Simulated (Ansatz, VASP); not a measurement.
## One calculation of NbRu3, two programs

INCAR

```
SYSTEM = NbRu3
PREC = Accurate
ENCUT = 520
EDIFF = 1E-8
ISMEAR = -1
SIGMA = 0.05
LREAL = .FALSE.
LASPH = .TRUE.
NELM = 60
ALGO = Normal
ISIF = 2
LWAVE = .FALSE.
LCHARG = .FALSE.
GGA = CA
LEFG = .TRUE.
NBANDS = 36
```

KPOINTS

```
regular mesh
0
G
  9 9 9
  0 0 0
```

File POSCAR:

```
NbRu3
1.0
    3.8539589469      0.0000000000      0.0000000000
    0.0000000000      3.8539589469      0.0000000000
    0.0000000000      0.0000000000      3.8539589469
Nb Ru
1 3
Direct
    0.0000000000      0.0000000000      0.0000000000
    0.0000000000      0.5000000000      0.5000000000
    0.5000000000      0.0000000000      0.5000000000
    0.5000000000      0.5000000000      0.0000000000
```

Input for Ansatz:

```yaml
crystal:
  lattice:
    - [3.8539589469, 0.0, 0.0]
    - [0.0, 3.8539589469, 0.0]
    - [0.0, 0.0, 3.8539589469]
  atoms:
    - { symbol: Nb, position: [0.0, 0.0, 0.0] }
    - { symbol: Ru, position: [0.0, 0.5, 0.5] }
    - { symbol: Ru, position: [0.5, 0.0, 0.5] }
    - { symbol: Ru, position: [0.5, 0.5, 0.0] }
kpoints:
  mp_grid: { grid: [9, 9, 9] }
scf:
  occupations: { method: fermi_dirac, width: 0.05 }
hamiltonian:
  xc: lda
  pseudopotentials: { kind: paw }
output:
  forces: true
  stress: true
  eigenvalues: true
  efg: { contact_densities: true }
```

Change from the starting cell: volume scaled by 0.98, PAW files.

Alike in both runs: task electric field gradients; functional LDA; k mesh 9 × 9 × 9; occupations fermi-dirac, width 0.05 eV; no spin polarisation.

```csv
,VASP,Ansatz
version,VASP 6.6.1,Ansatz 0.2.0
potentials or method,"VASP PAW LDA potentials, release 64 (Nb_sv, Ru_pv)","PAW with Ansatz's default frozen-core files, scalar-relativistic"
plane-wave cutoff (eV),520,420
valence electrons in the cell,55,61
```

```tsv
	VASP	Ansatz	Ansatz less VASP
pressure (GPa)	-5.5	-6.0	-0.56
size of Vzz on the site where it differs most (V/Å²)	16.2	7.3	-8.95
```

LDA's correlation is that of Perdew and Zunger in VASP and of Perdew and Wang (1992) in Ansatz. VASP's potentials hold 55 valence electrons a cell and Ansatz's 61, so a difference there can come from the potentials and not from the codes.
